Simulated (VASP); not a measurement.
Here is a VASP 6.6.1 calculation.

INCAR

```
SYSTEM = H6C2O
PREC     = Accurate       ! precision mode
ENCUT    = 520            ! plane-wave cutoff, eV
EDIFF    = 1E-6           ! SCF threshold, eV
ISMEAR   = -1             ! smearing method
SIGMA    = 0.02           ! smearing width, eV
LREAL    = Auto         
LASPH    = .TRUE.         ! aspherical terms in the spheres
NELM     = 100            ! most SCF steps
ALGO     = Normal         ! electronic algorithm
ISIF     = 2              ! what is computed and relaxed
LWAVE    = .FALSE.        ! write WAVECAR
LCHARG   = .TRUE.         ! write CHGCAR
GGA      = PE             ! functional
LELF     = .TRUE.         ! ELF
LVHAR    = .TRUE.       
NBANDS   = 64             ! bands
```

Contents of KPOINTS:

```
regular mesh
0
G
  1 1 1
  0 0 0
```

File POSCAR:

```
H6C2O
1.0
    7.2936330000      0.0000000000      0.0000000000
    0.0000000000      7.2936330000      0.0000000000
    0.0000000000      0.0000000000      7.2936330000
C O H
8 4 24
Direct
    0.4371758217      0.8547043702      0.3501272960
    0.3158782461      0.6972245519      0.3402693829
    0.8314649229      0.4200924286      0.4704925515
    0.6554483890      0.2692896668      0.4754969163
    0.9619485927      0.8354821253      0.7957351295
    0.7590181738      0.7653798868      0.8704715469
    0.1947040659      0.1913723929      0.1703951926
    0.0804400221      0.3391862464      0.0936158976
    0.3012216271      0.6046506590      0.5326563593
    0.6544612267      0.2014633859      0.6605624385
    0.7519160890      0.5854832564      0.9707645010
   -0.1031858883      0.2451041888      0.1311143569
    0.1940322470      0.6501012596      0.5821790046
    0.1938402988      0.7206422369      0.2893345470
    0.3870361999      0.5763382940      0.2659168620
    0.3995402565      0.9097935144      0.1973227882
    0.4082739014      0.9420956607      0.4609774032
    0.5665900656      0.7740449787      0.3600948937
    0.5698943174      0.2762683562      0.7361352018
    0.5176569756      0.3358819946      0.4539164501
    0.6739713940      0.1512415006      0.3925889882
    0.8609838197      0.4792399069      0.3112166461
    0.8143541086      0.5339040229      0.5536198490
    0.9668432728      0.3417638370      0.4819957352
    0.6063370614      0.5442555171      0.9694071528
    0.6863109235      0.8778889752      0.9542021103
    0.6654845397      0.7657363621      0.7488037854
    0.8888574459      0.9728347999      0.7678066610
    1.0863310507      0.8485483160      0.8633831727
    0.9903569319      0.7817640400      0.6562984455
   -0.2008464095      0.2853584764      0.0442714899
    0.0808924716      0.4533406054      0.1856139458
    0.1004711918      0.3566672466     -0.0356749510
    0.0718846150      0.1795264445      0.2778039422
    0.1744535268      0.0785616715      0.0821538457
    0.3347028840      0.2299539886      0.2234277486
```

Potentials or basis: VASP PAW PBE potentials, release 64 (C, O, H).

Run with:

```console
$ cat potpaw_PBE.64/C/POTCAR potpaw_PBE.64/O/POTCAR potpaw_PBE.64/H/POTCAR > POTCAR
$ mpirun -np 1 vasp_gam > vasp.out
```

(1) What does it give for the largest force?

(2) Predict the band gap on the k mesh.

(3) What does it give for the pressure?

Answers

(1) 7.152 eV/Å.

(2) 4.14 eV.

(3) -0.3 GPa.

Caveat: the k points lie up to 0.86 Å⁻¹ apart, too coarse for converged energies, forces and pressures.
